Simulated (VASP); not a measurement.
Wanted: the native input for a VASP 6.6.1 run.

```
Task                   : single point
Functional             : PBE
Potentials or basis    : VASP PAW PBE potentials, release 64 (Si)
Cutoff                 : 520 eV
k mesh                 : 18 × 18 × 18
Occupations            : fermi-dirac, width 0.05 eV
Spin                   : no spin polarisation
Dipole correction      : no
Further INCAR settings : ALGO = Normal; EDIFF = 1e-07; NBANDS = 8
```

The structure of Si lies in POSCAR:

```
Si
1.0
    0.0000000000      1.5579682482      1.5579682482
    1.5579682482      0.0000000000      1.5579682482
    1.5579682482      1.5579682482      0.0000000000
Si
1
Direct
    0.0000000000      0.0000000000      0.0000000000
```

This cell differs from its parent crystal: volume scaled by 0.52.

One way to write it, as run:

INCAR

```
PREC = Accurate
ENCUT = 520
EDIFF = 1E-7
ISMEAR = -1
SIGMA = 0.05
LREAL = F
LASPH = T
NELM = 80
ALGO = Normal
ISIF = 2
LWAVE = F
LCHARG = T
GGA = PE
LELF = T
LVHAR = T
NBANDS = 8
```

KPOINTS

```
Automatic mesh
0
Gamma
  18 18 18
```

Potentials or basis: VASP PAW PBE potentials, release 64 (Si).

Launch:

```bash
$ cat potpaw_PBE.64/Si/POTCAR > POTCAR
$ mpirun -np 1 vasp_std > vasp.out
```

It gave:

```
Pressure               : 226.0 GPa
Band gap on the k mesh : zero (band 2 reaches 36.06 eV, above the bottom of band 3 at 16.47 eV)
```

It took 6.6 s on 1 thread of Intel Xeon 8259CL, on a shared host, peak memory 0.11 GiB.
